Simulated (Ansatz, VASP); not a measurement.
This is a calculation of Pb for VASP 6.6.1.

INCAR

```
PREC = Accurate
ENCUT = 520
EDIFF = 1E-6
ISMEAR = -1
SIGMA = 0.05
LREAL = False
LASPH = True
NELM = 80
ALGO = Fast
ISIF = 2
LWAVE = False
LCHARG = False
GGA = PS
NBANDS = 36
```

File KPOINTS:

```
Automatic mesh
0
Gamma
  9 9 3
```

File POSCAR:

```
Pb
1.0
    3.5707446996      0.0000000000      0.0000000000
   -1.7853723498      3.0923556203      0.0000000000
    0.0000000000      0.0000000000     11.6465123390
Pb
4
Direct
    0.6666666667      0.3333333333      0.7500000000
    0.0000000000      0.0000000000      0.5000000000
    0.3333333333      0.6666666667      0.2500000000
    0.0000000000      0.0000000000      0.0000000000
```

Potentials or basis: VASP PAW PBE potentials, release 64 (Pb_d).

Run with:

```console
$ cat potpaw_PBE.64/Pb_d/POTCAR > POTCAR
$ mpirun -np 1 vasp_std > vasp.out
```

Question: Translate it to Ansatz 0.2.0. Potentials there: all-electron LAPW, scalar-relativistic.

Answer: As run (the cutoff follows the program's own potentials):

input.yaml

```yaml
crystal:
  lattice:
    - [3.5707446996, 0.0, 0.0]
    - [-1.7853723498, 3.0923556203, 0.0]
    - [0.0, 0.0, 11.646512339]
  atoms:
    - { symbol: Pb, position: [0.6666666667, 0.3333333333, 0.75] }
    - { symbol: Pb, position: [0.0, 0.0, 0.5] }
    - { symbol: Pb, position: [0.3333333333, 0.6666666667, 0.25] }
    - { symbol: Pb, position: [0.0, 0.0, 0.0] }
kpoints:
  mp_grid: { grid: [9, 9, 3] }
scf:
  occupations: { method: fermi_dirac, width: 0.05 }
hamiltonian:
  xc: pbesol
  pseudopotentials: { kind: all_electron, lapw: { basis_error: 0.001 } }
output:
  forces: true
  stress: true
  eigenvalues: true
```

Potentials or basis: all-electron LAPW, scalar-relativistic.

Launch:

```bash
$ ansatz run input.yaml --threads 2 --pin off --max-ram 8192MiB --backend cpu --events-out ev --progress --plain --runs-dir out
```

Both were run:

|  | VASP | Ansatz | Ansatz less VASP |
| --- | --- | --- | --- |
| gap on the k mesh at the Fermi level (eV) | none | none | - |
| pressure (GPa) | -3.1 | -3.0 | +0.08 |
| traceless stress, the component that is largest in VASP (GPa) | 0.23 | 0.23 | +0.005 |

VASP's potentials were made for PBE, not for PBEsol. A gap of «none» marks a metal or a gap that the smearing closes. Ansatz ran all-electron here, and VASP with PAW potentials.

Neither program's run includes spin-orbit coupling.
